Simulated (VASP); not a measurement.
## InSb: single point with PBEsol

The system is InSb.

```
In Sb
1.0
     0.00000    2.81949    3.18321
     2.81949    0.00000    3.18321
     2.81949    2.81949    0.00000
In Sb
1 1
Direct
  0.00000 0.00000 0.00000
  0.50000 0.50000 0.50000
```

```json
{
  "Program": "VASP 6.6.1",
  "Task": "single point",
  "Functional": "PBEsol",
  "Potentials or basis": "VASP PAW PBE potentials, release 64 (In_d, Sb)",
  "Cutoff": "520 eV",
  "k mesh": "14 × 14 × 14",
  "Occupations": "gaussian, width 0.15 eV",
  "Spin": "no spin polarisation"
}
```

```
Pressure               : 7.9 GPa
Band gap on the k mesh : zero (bands 9 and 10 overlap by 3.14 eV)
```

Stress tensor (GPa, compression positive):
```
12.66  0.00  0.00
 0.00 12.66  0.00
 0.00  0.00 -1.60
```

Levels at points of the mesh, in eV from the Fermi level:
```
           k point  band 6  band 7  band 8  band 9  band 10  band 11  band 12  band 13
(0.00, 0.00, 0.00)  -11.95   -0.52   -0.52    0.62     0.65     4.32     5.80     6.58
(0.50, 0.00, 0.00)   -9.76   -7.22   -0.13    0.82     1.40     2.90     2.99     4.10
(0.50, 0.50, 0.00)   -9.61   -5.23   -2.22   -2.19    -2.19     3.34     9.57     9.57
(0.50, 0.00, 0.50)   -8.28   -5.29   -3.68   -3.44    -2.02     2.83     7.08    10.29
```

It took 75 s on 1 thread of Intel(R) Xeon(R) 6975P-C (Granite Rapids), on a shared host, peak memory 0.34 GiB.

Caveat: the stress differs along the axes, from -2 to 13 GPa; the PAW data sets were made with another functional, which shifts forces and pressure a little; spin-orbit coupling is left out, which moves the levels of the heavy elements.
